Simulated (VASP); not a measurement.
# NbP2 (Fd-3m) in VASP: relaxation of cell and atoms with r2SCAN

Aim: the relaxation of cell and atoms of NbP2 with r2SCAN.

All numbers are computed with VASP 6.6.1; they aren't measurements. Logs are shortened: lines on timing, memory, paths and dates and some standing lists are left out, and cuts for length are marked.

### 1 The cell of the first run

The structure is cubic, space group Fd-3m (No. 227). Conventional cell: a = 7.023 Å, b = 7.023 Å, c = 7.023 Å, α = 90.00°, β = 90.00°, γ = 90.00°. Nb (site symmetry -43m) has 12 P at 2.91 Å and 4 Nb at 3.04 Å within 3.8 Å. P (site symmetry -3m) has 6 P at 2.48 Å and 6 Nb at 2.91 Å within 3.3 Å.

### 2 Relaxation of cell and atoms, r2SCAN

File POSCAR:

```
NbP2
1.0
    0.0000000000      3.5114726301      3.5114726301
    3.5114726301      0.0000000000      3.5114726301
    3.5114726301      3.5114726301      0.0000000000
Nb P
2 4
Direct
    0.5000000000      0.5000000000      0.5000000000
    0.7500000000      0.7500000000      0.7500000000
    0.1250000000      0.1250000000      0.1250000000
    0.6250000000      0.1250000000      0.1250000000
    0.1250000000      0.1250000000      0.6250000000
    0.1250000000      0.6250000000      0.1250000000
```

File INCAR.step1:

```
SYSTEM = NbP2
ALGO     = Normal         ! electronic algorithm
EDIFF    = 1E-4           ! SCF threshold, eV
ENCUT    = 600            ! plane-wave cutoff, eV
GGA      = PE             ! functional
ISMEAR   = 0              ! smearing method
LASPH    = .TRUE.         ! aspherical terms in the spheres
LCHARG   = .FALSE.        ! write CHGCAR
LREAL    = .FALSE.        ! projectors in reciprocal space
LWAVE    = .TRUE.         ! write WAVECAR
NELM     = 60             ! most SCF steps
PREC     = Accurate       ! precision mode
SIGMA    = 0.1            ! smearing width, eV
```

File INCAR.step2:

```
SYSTEM = NbP2
ALGO     = Normal         ! electronic algorithm
EDIFF    = 1E-7           ! SCF threshold, eV
EDIFFG   = -0.01          ! ionic threshold
ENCUT    = 600            ! plane-wave cutoff, eV
IBRION   = 2              ! ionic algorithm
ISIF     = 3              ! what is computed and relaxed
ISMEAR   = 0              ! smearing method
ISTART   = 1            
LASPH    = .TRUE.         ! aspherical terms in the spheres
LCHARG   = .FALSE.        ! write CHGCAR
LMIXTAU  = .TRUE.       
LREAL    = .FALSE.        ! projectors in reciprocal space
LWAVE    = .FALSE.        ! write WAVECAR
METAGGA  = R2SCAN         ! meta-GGA
NELM     = 60             ! most SCF steps
NSW      = 100            ! ionic steps
PREC     = Accurate       ! precision mode
SIGMA    = 0.1            ! smearing width, eV
```

File KPOINTS:

```
k-points
0
G
  10 10 10
  0 0 0
```

Potentials or basis: VASP PAW PBE potentials, release 64 (Nb_sv, P).

The run is started by

```bash
cat potpaw_PBE.64/Nb_sv/POTCAR potpaw_PBE.64/P/POTCAR > POTCAR
cp INCAR.step1 INCAR
mpirun -np 1 vasp_std > vasp.out
cp INCAR.step2 INCAR
mpirun -np 1 vasp_std > vasp.out
```

OUTCAR:

```text
SYSTEM = NbP2
   EDIFF = 1E-7
   EDIFFG = -0.01
   ENCUT = 600
   IBRION = 2
   ISIF = 3
   ISMEAR = 0
   ISTART = 1
   LASPH = .TRUE.
   LREAL = .FALSE.
   METAGGA = R2SCAN
   NELM = 60
   NSW = 100
   PREC = Accurate

 ion  position               nearest neighbor table
   1  0.500  0.500  0.500-   3 2.91   3 2.91   3 2.91   4 2.91   5 2.91   6 2.91   5 2.91   5 2.91
                             6 2.91   6 2.91   4 2.91   4 2.91   2 3.04   2 3.04   2 3.04   2 3.04
   2  0.750  0.750  0.750-   4 2.91   5 2.91   6 2.91   3 2.91   3 2.91   3 2.91   5 2.91   5 2.91
                             6 2.91   4 2.91   4 2.91   6 2.91   1 3.04   1 3.04   1 3.04   1 3.04
   3  0.125  0.125  0.125-   4 2.48   5 2.48   6 2.48   5 2.48   6 2.48   4 2.48   1 2.91   2 2.91
                             1 2.91   2 2.91   1 2.91   2 2.91
   4  0.625  0.125  0.125-   3 2.48   5 2.48   6 2.48   3 2.48   5 2.48   6 2.48   1 2.91   2 2.91
                             2 2.91   1 2.91   2 2.91   1 2.91
   5  0.125  0.125  0.625-   3 2.48   3 2.48   4 2.48   6 2.48   6 2.48   4 2.48   1 2.91   2 2.91
                             1 2.91   2 2.91   1 2.91   2 2.91
   6  0.125  0.625  0.125-   3 2.48   5 2.48   3 2.48   4 2.48   5 2.48   4 2.48   1 2.91   2 2.91
                             1 2.91   2 2.91   1 2.91   2 2.91

  LATTYP: Found a face centered cubic cell.
 ALAT       =     7.0229452602

  Lattice vectors:

 A1 = (   0.0000000000,   3.5114726301,   3.5114726301)
 A2 = (   3.5114726301,   0.0000000000,   3.5114726301)
 A3 = (   3.5114726301,   3.5114726301,   0.0000000000)

Analysis of symmetry for initial positions (statically):
=====================================================================
 Subroutine PRICEL returns:
 Original cell was already a primitive cell.

 Routine SETGRP: Setting up the symmetry group for a
 face centered cubic supercell.

 Subroutine GETGRP returns: Found 48 space group operations
 (whereof 24 operations were pure point group operations)
 out of a pool of 48 trial point group operations.

The static configuration has the point symmetry T_d .
 The point group associated with its full space group is O_h .

Analysis of symmetry for dynamics (positions and initial velocities):
=====================================================================
 Subroutine PRICEL returns:
 Original cell was already a primitive cell.

 Routine SETGRP: Setting up the symmetry group for a
 face centered cubic supercell.

 Subroutine GETGRP returns: Found 48 space group operations
[... 121 lines left out ...]
   TEBEG  =    0.0;   TEEND  =   0.0 temperature during run
   PSTRESS=    0.0 pullay stress
   NELECT =      46.0000    total number of electrons
   NUPDOWN=      -1.0000    fix difference up-down
   EMIN   =  10.00;   EMAX   =-10.00  energy-range for DOS
   EFERMI =   0.00;   METHOD = LEGACY
   ISMEAR =     0;   SIGMA  =   0.10  broadening in eV -4-tet -1-fermi 0-gaus
   EFERMI_NEDOS =   21; number of points for ismear=-14 and -15
   IALGO  =     38    algorithm
   IMIX   =      4    mixing-type and parameters
     AMIX     =   0.40;   BMIX     =  1.00
     AMIX_MAG =   1.60;   BMIX_MAG =  1.00
  volume/ion in A,a.u.               =      14.43        97.40
  Fermi-wavevector in a.u.,A,eV,Ry     =   1.325851  2.505496 23.917432  1.757882
  Thomas-Fermi vector in A             =   2.455282
   LORBIT       =      0    0 simple, 1 ext, 2 COOP (PROOUT), +10 PAW based schemes
   METAGGA = R2SCAN    functional components
   LHFCALC =     F    Hartree Fock is set to
   AEXX    =    0.0000 exact exchange contribution
   IVDW    =     0    specifies the selected vdW correction
   LEPSILON=     F    determine dielectric tensor
   LRPA    =     F    only Hartree local field effects (RPA)
 conjugate gradient relaxation of ions
 non-spin polarized calculation
 Gauss-broadening in eV      SIGMA  =   0.10
  energy-cutoff  :      600.00
  volume of cell :       86.60
 maximum number of plane-waves:      2906
   NGX = 19   NGY = 19   NGZ = 19

--------------------------------------- Ionic step        1  -------------------------------------------

 number of electron      46.0000005 magnetization

 Free energy of the ion-electron system (eV)
  ---------------------------------------------------
  ext. energy  EPLUGINS =         0.00000000
  ---------------------------------------------------
  free energy    TOTEN  =       -82.92162682 eV

  energy without entropy =      -82.90299290  energy(sigma->0) =      -82.91230986

------------------------ aborting loop because EDIFF is reached ----------------------------------------

  FORCE on cell =-STRESS in cart. coord.  units (eV):
  Direction    XX          YY          ZZ          XY          YZ          ZX
  --------------------------------------------------------------------------------------
  -------------------------------------------------------------------------------------
  Total        0.6125690      0.6125690      0.6125690      0.0000000      0.0000000      0.0000000
  in kB       11.3335965     11.3335965     11.3335965      0.0000000      0.0000000      0.0000000
  external PRESSURE =      11.3335965 kB  Pullay stress =       0.0000000 kB
[... 67 lines left out ...]
--------------------------------------- Ionic step        3  -------------------------------------------

 number of electron      46.0000005 magnetization

 Free energy of the ion-electron system (eV)
  ---------------------------------------------------
  ext. energy  EPLUGINS =         0.00000000
  ---------------------------------------------------
  free energy    TOTEN  =       -82.92422262 eV

  energy without entropy =      -82.90535617  energy(sigma->0) =      -82.91478939

 E-fermi :  12.1159     XC(G=0): -13.1191

 val. band max:       12.1095724269   @ k =  -0.4000   0.4000   0.0000
 cond. band min:      12.1235129844   @ k =  -0.3000   0.3000   0.0000
 fundamental gap:      0.0139405575
 Fermi energy:        12.1158947223

 k-point     1 :       0.0000    0.0000    0.0000
  band No.  band energies     occupation
      1     -45.2006      2.00000
      2     -45.0894      2.00000
      3     -20.6733      2.00000
      4     -20.6733      2.00000
      5     -20.6733      2.00000
      6     -20.3891      2.00000
[... 709 lines left out ...]
     26      13.3334      0.00000
     27      13.8173      0.00000

 [... further k-points ...]

------------------------ aborting loop because EDIFF is reached ----------------------------------------

  FORCE on cell =-STRESS in cart. coord.  units (eV):
  Direction    XX          YY          ZZ          XY          YZ          ZX
  --------------------------------------------------------------------------------------
  -------------------------------------------------------------------------------------
  Total       -0.0033807     -0.0033807     -0.0033807     -0.0000000     -0.0000000     -0.0000000
  in kB       -0.0620216     -0.0620216     -0.0620216     -0.0000000     -0.0000000     -0.0000000
  external PRESSURE =      -0.0620216 kB  Pullay stress =       0.0000000 kB
[... 21 lines left out ...]
  FREE ENERGIE OF THE ION-ELECTRON SYSTEM (eV)
  ---------------------------------------------------
  free  energy   TOTEN  =       -82.9242226158 eV

  energy  without entropy=      -82.9053561669  energy(sigma->0) =      -82.91478939

 reached required accuracy - stopping structural energy minimisation
```

OSZICAR.step1:

```text
N       E                     dE             d eps       ncg     rms          rms(c)
DAV:   1     0.461683517331E+03    0.46168E+03   -0.25817E+04  2538   0.186E+03
DAV:   2     0.289785413502E+01   -0.45879E+03   -0.45109E+03  3073   0.612E+02
DAV:   3    -0.384720875880E+02   -0.41370E+02   -0.40206E+02  4452   0.134E+02
DAV:   4    -0.414942589780E+02   -0.30222E+01   -0.29382E+01  3988   0.287E+01
DAV:   5    -0.416949294057E+02   -0.20067E+00   -0.19464E+00  4322   0.693E+00    0.156E+01
DAV:   6    -0.403826963991E+02    0.13122E+01   -0.19924E+01  4084   0.216E+01    0.800E+00
DAV:   7    -0.399742218423E+02    0.40847E+00   -0.38613E+00  4306   0.979E+00    0.525E+00
DAV:   8    -0.399490455887E+02    0.25176E-01   -0.30629E-01  3508   0.369E+00    0.858E-01
DAV:   9    -0.399478705070E+02    0.11751E-02   -0.50097E-02  4589   0.118E+00    0.365E-01
DAV:  10    -0.399480064635E+02   -0.13596E-03   -0.48177E-03  3876   0.509E-01    0.105E-01
DAV:  11    -0.399479300626E+02    0.76401E-04   -0.72925E-04  3174   0.136E-01
   1 F= -.39947930E+02 E0= -.39936837E+02  d E =-.221864E-01
```

Wall time 13 min (1 thread of Intel Xeon 6975P-C (Granite Rapids), shared host); peak memory 0.33 GiB.

Results:

```
Free energy                           : -82.9242 eV
Relaxed volume                        : 14.56 Å³/atom
Relaxed cell                          : a = 4.980 Å, b = 4.980 Å, c = 4.980 Å, α = 60.00°, β = 60.00°, γ = 60.00°
Space group after relaxing (to 0.1 Å) : Fd-3m (No. 227)
Energy gained by relaxing             : 0.4 meV/atom
Ionic steps                           : 3
Pressure after relaxing               : 0.0 GPa
Band gap on the k mesh                : zero (bands 23 and 24 overlap by 2.33 eV)
```

Step by step:
```
step  energy change (eV)  largest force (eV/Å)  pressure (GPa)  volume (Å³)
   1              0.0000                0.0000            1.13        86.60
   2             -0.0012                0.0000           -0.78        87.88
   3             -0.0026                0.0000           -0.01        87.33
```

Final structure:
```cif
data_structure
_symmetry_space_group_name_H-M 'P 1'
_symmetry_Int_Tables_number 1
_cell_length_a 4.9800
_cell_length_b 4.9800
_cell_length_c 4.9800
_cell_angle_alpha 60.000
_cell_angle_beta 60.000
_cell_angle_gamma 60.000
_cell_volume 87.33
loop_
_atom_site_label
_atom_site_type_symbol
_atom_site_fract_x
_atom_site_fract_y
_atom_site_fract_z
_atom_site_occupancy
Nb1 Nb 0.50000 0.50000 0.50000 1
Nb2 Nb 0.75000 0.75000 0.75000 1
P1 P 0.12500 0.12500 0.12500 1
P2 P 0.62500 0.12500 0.12500 1
P3 P 0.12500 0.12500 0.62500 1
P4 P 0.12500 0.62500 0.12500 1
```

Caveat: the PAW data sets were made with another functional, which shifts forces and pressure a little.
